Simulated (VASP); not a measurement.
# Sr (Im-3m) in VASP: a series of runs

Runs on Sr. Level: PBE. Tasks: single point.

Everything below comes from runs of VASP 6.6.1. Logs are shortened: lines on timing, memory, paths and dates and some standing lists are left out, and cuts for length are marked.

### Step 1. The cell of the first run

It takes space group Im-3m (No. 229, cubic). The conventional cell has a = 4.832 Å, b = 4.832 Å, c = 4.832 Å, α = 90.00°, β = 90.00°, γ = 90.00°. Within 5.5 Å of Sr (site symmetry m-3m) lie 14 Sr at 4.18 to 4.83 Å.

### Step 2. Single point, PBE (volume scaled by 1.04)

INCAR

```
  PREC = Accurate
  ENCUT = 520
  EDIFF = 1E-7
  ISMEAR = -1
  SIGMA = 0.1
  LREAL = False
  LASPH = True
  NELM = 100
  ALGO = Normal
  ISIF = 2
  LWAVE = False
  LCHARG = False
  GGA = PE
  NBANDS = 11
```

KPOINTS

```
regular mesh
0
Gamma
  15 15 15
```

POSCAR

```
Sr
1.0
   -2.4159897836      2.4159897836      2.4159897836
    2.4159897836     -2.4159897836      2.4159897836
    2.4159897836      2.4159897836     -2.4159897836
Sr
1
Direct
    0.0000000000      0.0000000000      0.0000000000
```

Potentials or basis: VASP PAW PBE potentials, release 64 (Sr_sv).

Run with:

```console
> cat potpaw_PBE.64/Sr_sv/POTCAR > POTCAR
> mpirun -np 1 vasp_std > vasp.out
```

OUTCAR:

```text
PREC = Accurate
   ENCUT = 520
   EDIFF = 1E-7
   ISMEAR = -1
   LREAL = False
   LASPH = True
   NELM = 100
   ISIF = 2
   GGA = PE

 ion  position               nearest neighbor table
   1  0.000  0.000  0.000-

  LATTYP: Found a body centered cubic cell.
 ALAT       =     4.8319795672

  Lattice vectors:

 A1 = (  -2.4159897836,   2.4159897836,   2.4159897836)
 A2 = (   2.4159897836,  -2.4159897836,   2.4159897836)
 A3 = (   2.4159897836,   2.4159897836,  -2.4159897836)

Analysis of symmetry for initial positions (statically):
=====================================================================
 Subroutine PRICEL returns:
 Original cell was already a primitive cell.

 Routine SETGRP: Setting up the symmetry group for a
 body centered cubic supercell.

 Subroutine GETGRP returns: Found 48 space group operations
 (whereof 48 operations were pure point group operations)
 out of a pool of 48 trial point group operations.

The static configuration has the point symmetry O_h .

Analysis of symmetry for dynamics (positions and initial velocities):
=====================================================================
 Subroutine PRICEL returns:
 Original cell was already a primitive cell.

 Routine SETGRP: Setting up the symmetry group for a
 body centered cubic supercell.

 Subroutine GETGRP returns: Found 48 space group operations
 (whereof 48 operations were pure point group operations)
 out of a pool of 48 trial point group operations.

The dynamic configuration has the point symmetry O_h .

 Subroutine INISYM returns: Found 48 space group operations
 (whereof 48 operations are pure point group operations),
 and found     1 'primitive' translations

----------------------------------------------------------------------------------------

                                     Primitive cell

  volume of cell :      56.4086

  direct lattice vectors                    reciprocal lattice vectors
    -2.415989784  2.415989784  2.415989784     0.000000000  0.206954518  0.206954518
     2.415989784 -2.415989784  2.415989784     0.206954518  0.000000000  0.206954518
     2.415989784  2.415989784 -2.415989784     0.206954518  0.206954518  0.000000000

  length of vectors
     4.184617056  4.184617056  4.184617056     0.292677885  0.292677885  0.292677885

  position of ions in fractional coordinates (direct lattice)
     0.000000000  0.000000000  0.000000000

  ion indices of the primitive-cell ions
   primitive index   ion index
                 1           1

----------------------------------------------------------------------------------------

 KPOINTS: regular mesh

Automatic generation of k-mesh.
 Grid dimensions read from file:
 generate k-points for:   15   15   15

 Generating k-lattice:

  Cartesian coordinates                     Fractional coordinates (reciprocal lattice)
     0.000000000  0.013796968  0.013796968     0.066666667  0.000000000  0.000000000
     0.013796968  0.000000000  0.013796968     0.000000000  0.066666667  0.000000000
     0.013796968  0.013796968  0.000000000     0.000000000  0.000000000  0.066666667

  Length of vectors
     0.019511859  0.019511859  0.019511859

  Shift w.r.t. Gamma in fractional coordinates (k-lattice)
     0.000000000  0.000000000  0.000000000

 Subroutine IBZKPT returns following result:
 ===========================================

 Found    120 irreducible k-points:

 Following reciprocal coordinates:
            Coordinates               Weight
  0.000000  0.000000  0.000000      1.000000
  0.066667  0.000000  0.000000     12.000000
  0.133333  0.000000  0.000000     12.000000
  0.200000  0.000000  0.000000     12.000000
  0.266667  0.000000  0.000000     12.000000
  0.333333  0.000000  0.000000     12.000000
[... 16 lines left out ...]
  0.333333  0.200000  0.000000     48.000000
  0.400000  0.200000  0.000000     24.000000
 [... further k-points ...]
   k-points           NKPTS =    120   k-points in BZ     NKDIM =    120   number of bands    NBANDS=     11
   number of dos      NEDOS =    301   number of ions     NIONS =      1
   total plane-waves  NPLWV =  32768
   dimension x,y,z NGX =    32 NGY =   32 NGZ =   32
   dimension x,y,z NGXF=    64 NGYF=   64 NGZF=   64
   ions per type =               1
   NGX,Y,Z   is equivalent  to a cutoff of  12.71, 12.71, 12.71 a.u.
   NGXF,Y,Z  is equivalent  to a cutoff of  25.43, 25.43, 25.43 a.u.
 SYSTEM =  unknown system
   PREC   = accura    normal or accurate (medium, high low for compatibility)
   ISTART =      0    job   : 0-new  1-cont  2-samecut
   ICHARG =      2    charge: 1-file 2-atom 10-const
   ISPIN  =      1    spin polarized calculation?
   LNONCOLLINEAR =      F non collinear calculations
   LSORBIT =      F    spin-orbit coupling
   LASPH  =      T    aspherical Exc in radial PAW
   ENCUT  =  520.0 eV  38.22 Ry    6.18 a.u.   7.78  7.78  7.78*2*pi/ulx,y,z
   NELM   =    100;   NELMIN=  2; NELMDL= -5     # of ELM steps
   EDIFF  = 0.1E-06   stopping-criterion for ELM
   LREAL  =      F    real-space projection
   EDIFFG = 0.1E-05   stopping-criterion for IOM
   NSW    =      0    number of steps for IOM
   IBRION =     -1    ionic relax: 0-MD 1-quasi-New 2-CG
   NFREE  =      0    steps in history (QN), initial steepest desc. (CG)
   ISIF   =      2    stress and relaxation
   ISYM   =      2    0-nonsym 1-usesym 2-fastsym
   POTIM  = 0.5000    time-step for ionic-motion
   TEBEG  =    0.0;   TEEND  =   0.0 temperature during run
   PSTRESS=    0.0 pullay stress
   NELECT =      10.0000    total number of electrons
   NUPDOWN=      -1.0000    fix difference up-down
   EMIN   =  10.00;   EMAX   =-10.00  energy-range for DOS
   EFERMI =   0.00;   METHOD = LEGACY
   ISMEAR =    -1;   SIGMA  =   0.10  broadening in eV -4-tet -1-fermi 0-gaus
   EFERMI_NEDOS =   21; number of points for ismear=-14 and -15
   IALGO  =     38    algorithm
   IMIX   =      4    mixing-type and parameters
     AMIX     =   0.40;   BMIX     =  1.00
     AMIX_MAG =   1.60;   BMIX_MAG =  1.00
  volume/ion in A,a.u.               =      56.41       380.66
  Fermi-wavevector in a.u.,A,eV,Ry     =   0.919658  1.737902 11.507414  0.845771
  Thomas-Fermi vector in A             =   2.044877
   LORBIT       =      0    0 simple, 1 ext, 2 COOP (PROOUT), +10 PAW based schemes
   GGA     = PE    functional components
   LHFCALC =     F    Hartree Fock is set to
   AEXX    =    0.0000 exact exchange contribution
   IVDW    =     0    specifies the selected vdW correction
   LEPSILON=     F    determine dielectric tensor
   LRPA    =     F    only Hartree local field effects (RPA)
 non-spin polarized calculation
  energy-cutoff  :      520.00
  volume of cell :       56.41
 maximum number of plane-waves:      1538
   NGX = 15   NGY = 15   NGZ = 15

 number of electron      10.0000000 magnetization

 Free energy of the ion-electron system (eV)
  ---------------------------------------------------
  ext. energy  EPLUGINS =         0.00000000
  ---------------------------------------------------
  free energy    TOTEN  =        -1.64996933 eV

  energy without entropy =       -1.60348667  energy(sigma->0) =       -1.62672800

 E-fermi :   1.4858     XC(G=0):  -7.2725

 val. band max:        1.4511293554   @ k =  -0.4667  -0.4667   0.3333
 cond. band min:       1.4899321411   @ k =  -0.4667  -0.4667   0.2667
 fundamental gap:      0.0388027857
 Fermi energy:         1.4857796782

 k-point     1 :       0.0000    0.0000    0.0000
  band No.  band energies     occupation
      1     -35.1687      2.00000
      2     -17.0589      2.00000
      3     -17.0589      2.00000
      4     -17.0589      2.00000
      5      -2.1021      2.00000
      6       3.8428      0.00000
      7       3.8428      0.00000
      8       3.8428      0.00000
      9       5.1349      0.00000
     10       5.1349      0.00000
     11       9.4793      0.00000

 k-point     2 :       0.0667    0.0000    0.0000
  band No.  band energies     occupation
      1     -35.1681      2.00000
      2     -17.0669      2.00000
      3     -17.0615      2.00000
      4     -17.0589      2.00000
      5      -2.0280      2.00000
      6       3.7758      0.00000
      7       3.7989      0.00000
      8       3.9139      0.00000
      9       5.0305      0.00000
     10       5.1306      0.00000
     11       9.5579      0.00000

 k-point     3 :       0.1333    0.0000    0.0000
  band No.  band energies     occupation
      1     -35.1665      2.00000
      2     -17.0895      2.00000
      3     -17.0690      2.00000
      4     -17.0589      2.00000
      5      -1.8100      2.00000
      6       3.6000      0.00000
      7       3.6164      0.00000
      8       4.1255      0.00000
      9       4.8693      0.00000
     10       5.1278      0.00000
     11       9.7057      0.00000

 k-point     4 :       0.2000    0.0000    0.0000
  band No.  band energies     occupation
      1     -35.1641      2.00000
      2     -17.1225      2.00000
      3     -17.0800      2.00000
      4     -17.0589      2.00000
      5      -1.4613      2.00000
      6       3.2598      0.00000
      7       3.3704      0.00000
      8       4.4717      0.00000
      9       4.8407      0.00000
     10       5.1483      0.00000
     11       9.5895      0.00000
[... 239 lines left out ...]
 k-point    22 :       0.2667    0.2000    0.0000
  band No.  band energies     occupation
      1     -35.1560      2.00000
      2     -17.2051      2.00000
      3     -17.1247      2.00000
      4     -17.0752      2.00000
      5       0.1995      1.99999
      6       2.1487      0.00264
      7       2.6105      0.00003
      8       4.8781      0.00000
      9       5.4230      0.00000
     10       6.0743      0.00000
     11       7.2462      0.00000

 k-point    23 :       0.3333    0.2000    0.0000
  band No.  band energies     occupation
      1     -35.1547      2.00000
      2     -17.2143      2.00000
      3     -17.1380      2.00000
      4     -17.0763      2.00000
      5       0.7169      1.99908
      6       1.8552      0.04855
      7       2.4705      0.00011
      8       4.8898      0.00000
      9       5.4522      0.00000
     10       6.3382      0.00000
     11       6.9745      0.00000

 k-point    24 :       0.4000    0.2000    0.0000
  band No.  band energies     occupation
      1     -35.1542      2.00000
      2     -17.2171      2.00000
      3     -17.1431      2.00000
      4     -17.0766      2.00000
      5       1.0080      1.98332
      6       1.6598      0.29862
      7       2.4163      0.00018
      8       4.8457      0.00000
      9       5.5487      0.00000
     10       6.2541      0.00000
     11       7.0780      0.00000

 [... further k-points ...]

------------------------ aborting loop because EDIFF is reached ----------------------------------------

  FORCE on cell =-STRESS in cart. coord.  units (eV):
  Direction    XX          YY          ZZ          XY          YZ          ZX
  --------------------------------------------------------------------------------------
  -------------------------------------------------------------------------------------
  Total       -0.1399282     -0.1399282     -0.1399282      0.0000000     -0.0000000      0.0000000
  in kB       -3.9743916     -3.9743916     -3.9743916      0.0000000     -0.0000000      0.0000000
  external PRESSURE =      -3.9743916 kB  Pullay stress =       0.0000000 kB

 VOLUME and BASIS-vectors are now :
 -----------------------------------------------------------------------------
  energy-cutoff  :      520.00
  volume of cell :       56.41
      direct lattice vectors                 reciprocal lattice vectors
    -2.415989784  2.415989784  2.415989784     0.000000000  0.206954518  0.206954518
     2.415989784 -2.415989784  2.415989784     0.206954518  0.000000000  0.206954518
     2.415989784  2.415989784 -2.415989784     0.206954518  0.206954518  0.000000000

 POSITION                                       TOTAL-FORCE (eV/Angst)
 -----------------------------------------------------------------------------------
      0.00000      0.00000      0.00000        -0.000000      0.000000      0.000000
 -----------------------------------------------------------------------------------
    total drift:                                0.000000      0.000000     -0.000000

  FREE ENERGIE OF THE ION-ELECTRON SYSTEM (eV)
  ---------------------------------------------------
  free  energy   TOTEN  =        -1.6499693317 eV

  energy  without entropy=       -1.6034866675  energy(sigma->0) =       -1.62672800
```

It took 20 s on 1 thread of Intel Xeon Platinum 8559C (Emerald Rapids), shared host; peak memory 0.21 GiB.

Results:

* Free energy: -1.6500 eV
* Pressure: -0.4 GPa
* Band gap on the k mesh: zero (band 5 reaches 1.80 eV, above the bottom of band 6 at 1.42 eV)

Levels at points of the mesh, in eV from the Fermi level:
```tsv
k point	band 2	band 3	band 4	band 5	band 6	band 7	band 8	band 9
(0.00, 0.00, 0.00)	-18.54	-18.54	-18.54	-3.59	2.36	2.36	2.36	3.65
```

### Step 3. Single point, PBE (volume scaled by 1.08)

INCAR

```
PREC = Accurate ; ENCUT = 520
EDIFF = 1E-6 ; ISMEAR = -1
SIGMA = 0.1 ; LREAL = F
LASPH = T ; NELM = 100
ALGO = Normal ; ISIF = 2
LWAVE = F ; LCHARG = F
GGA = PE ; NBANDS = 11
```

KPOINTS is that of step 2.

POSCAR

```
Sr
1.0
   -2.4465751796      2.4465751796      2.4465751796
    2.4465751796     -2.4465751796      2.4465751796
    2.4465751796      2.4465751796     -2.4465751796
Sr
1
Direct
    0.0000000000      0.0000000000      0.0000000000
```

Potentials or basis: VASP PAW PBE potentials, release 64 (Sr_sv).

Run with:

```console
> cat potpaw_PBE.64/Sr_sv/POTCAR > POTCAR
> mpirun -np 1 vasp_std > vasp.out
```

It took 18 s on 1 thread of Intel Xeon Platinum 8559C (Emerald Rapids), shared host; peak memory 0.22 GiB.

The run converged. Its results:

```yaml
Free_energy: -1.6422 eV
Pressure: -0.7 GPa
Band_gap_on_the_k_mesh: zero (band 5 reaches 1.66 eV, above the bottom of band 6 at 1.34 eV)
```

Levels at points of the mesh, in eV from the Fermi level:
| k point | band 1 | band 2 | band 3 | band 4 | band 5 | band 6 | band 7 | band 8 | band 9 | band 10 |
| --- | --- | --- | --- | --- | --- | --- | --- | --- | --- | --- |
| (0.00, 0.00, 0.00) | -36.73 | -18.63 | -18.63 | -18.63 | -3.53 | 2.31 | 2.31 | 2.31 | 3.56 | 3.56 |

(Part 1 of 2 ends here.)
